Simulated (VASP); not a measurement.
Write the native input for VASP 6.6.1 that does the following.

```
Task                   : electric field gradients
Functional             : PBE
Potentials or basis    : VASP PAW PBE potentials, release 64 (Zn, O)
Cutoff                 : 520 eV
k mesh                 : 11 × 11 × 6
Occupations            : fermi-dirac, width 0.02 eV
Spin                   : no spin polarisation
Dipole correction      : no
Further INCAR settings : ALGO = Normal; EDIFF = 1e-08; NBANDS = 26
```

The structure of ZnO lies in POSCAR:

```
ZnO
1.0
    3.2385310885      0.0000000000      0.0000000000
   -1.6192655442      2.8046501935      0.0000000000
    0.0000000000      0.0000000000      5.1863958566
Zn O
2 2
Direct
    0.3333333333      0.6666666667      0.0000000000
    0.6666666667      0.3333333333      0.5000000000
    0.3333333333      0.6666666667      0.3821000000
    0.6666666667      0.3333333333      0.8821000000
```

This cell differs from its parent crystal: volume scaled by 0.99.

One way to write it, as run:

INCAR

```
ALGO     = Normal         # electronic algorithm
EDIFF    = 1E-8           # SCF threshold, eV
ENCUT    = 520            # plane-wave cutoff, eV
GGA      = PE             # functional
ISIF     = 2              # what is computed and relaxed
ISMEAR   = -1             # smearing method
LASPH    = T              # aspherical terms in the spheres
LCHARG   = F              # write CHGCAR
LEFG     = T            
LREAL    = F              # projectors in reciprocal space
LWAVE    = F              # write WAVECAR
NBANDS   = 26             # bands
NELM     = 100            # most SCF steps
PREC     = Accurate       # precision mode
SIGMA    = 0.02           # smearing width, eV
```

KPOINTS

```
k-points
0
Gamma
  11 11 6
```

Potentials or basis: VASP PAW PBE potentials, release 64 (Zn, O).

Launch:

```console
$ cat potpaw_PBE.64/Zn/POTCAR potpaw_PBE.64/O/POTCAR > POTCAR
$ mpirun -np 1 vasp_std > vasp.out
```

It gave:

| Item | Value |
| --- | --- |
| Pressure | 7.6 GPa |
| Largest force | 0.033 eV/Å |
| Band gap on the k mesh | 0.80 eV, direct |

Caveat: without QUAD_EFG the Cq values of the log hold for a quadrupole moment of 1 mb, not for the nuclei.

Wall time 58 s on 1 thread of Intel(R) Xeon(R) Platinum 8375C CPU @ 2.90GHz (Ice Lake) (shared host), peak memory 0.2 GiB.
